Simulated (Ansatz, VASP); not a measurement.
MgZn4Te: VASP beside Ansatz

```
Mg Zn Te
1.0
    -2.61419    2.61419    5.19736
     2.61419   -2.61419    5.19736
     2.61419    2.61419   -5.19736
Mg Zn Te
1 4 1
Direct
  0.00000 0.00000 0.00000
  0.63311 0.13311 0.50000
  0.13311 0.63311 0.50000
  0.36689 0.86689 0.50000
  0.86689 0.36689 0.50000
  0.50000 0.50000 0.00000
```

Alike in both runs: functional PBE; k mesh 10 × 10 × 10; occupations gaussian, width 0.1 eV; no spin polarisation.

Ansatz relaxed the structure, and its values are those at the end. VASP's run is a single point on that final structure, the one shown.

```csv
,VASP,Ansatz
version,VASP 6.6.1,Ansatz 0.2.0
potentials or method,"VASP PAW PBE potentials, release 64 (Mg, Zn, Te), cutoff 520 eV","scalar-relativistic, plane waves, PAW"
valence electrons in the cell,56,74
```

```csv
,VASP,Ansatz,Ansatz less VASP
gap on the k mesh at the Fermi level (eV),none,none,-
pressure (GPa),0.2,0.0,-0.18
rms of the force components (eV/Å),0.004,0.000,-0.0039
```

A gap of «none» marks a metal or a gap that the smearing closes. The functional is the same, so the differences come from potentials, cutoffs and numerics. VASP's potentials hold 56 valence electrons a cell and Ansatz's 74, so a difference there can come from the potentials and not from the codes.

Neither program's run includes spin-orbit coupling.
